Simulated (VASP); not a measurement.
A run of VASP 6.6.1:

The input POSCAR:

```
SrO
1.0
    3.1028650670      0.0000000000      0.0000000000
    0.0000000000      3.1028650670      0.0000000000
    0.0000000000      0.0000000000      3.1028650670
Sr O
1 1
Direct
    0.0000000000      0.0000000000      0.0000000000
    0.5000000000      0.5000000000      0.5000000000
```

File INCAR.step1:

```
SYSTEM = SrO
PREC = Accurate
ENCUT = 520
ISMEAR = -1
SIGMA = 0.02
LREAL = .False.
LASPH = .True.
NELM = 100
NBANDS = 15
GGA = PE
ALGO = Normal
EDIFF = 1E-4
LWAVE = .True.
LCHARG = .False.
```

File INCAR.step2:

```
SYSTEM = SrO
PREC = Accurate
ENCUT = 520
EDIFF = 1E-6
ISMEAR = -1
SIGMA = 0.02
LREAL = .False.
LASPH = .True.
NELM = 100
ALGO = Normal
ISIF = 2
LWAVE = .False.
LCHARG = .True.
METAGGA = R2SCAN
LMIXTAU = .True.
LELF = .True.
LVHAR = .True.
NBANDS = 15
ISTART = 1
```

Contents of KPOINTS:

```
Automatic mesh
0
Gamma
  8 8 8
  0 0 0
```

Potentials or basis: VASP PAW PBE potentials, release 64 (Sr_sv, O).

The run is started by

```sh
$ cat potpaw_PBE.64/Sr_sv/POTCAR potpaw_PBE.64/O/POTCAR > POTCAR
$ cp INCAR.step1 INCAR
$ mpirun -np 1 vasp_std > vasp.out
$ cp INCAR.step2 INCAR
$ mpirun -np 1 vasp_std > vasp.out
```

Hardware: 1 thread of Intel Xeon 8259CL, on a shared host.

Task: Estimate the wall time of this run.

Result: It took 77 s on 1 thread of Intel Xeon 8259CL, with other jobs on the host, peak memory 0.15 GiB. Counts: k points 35.
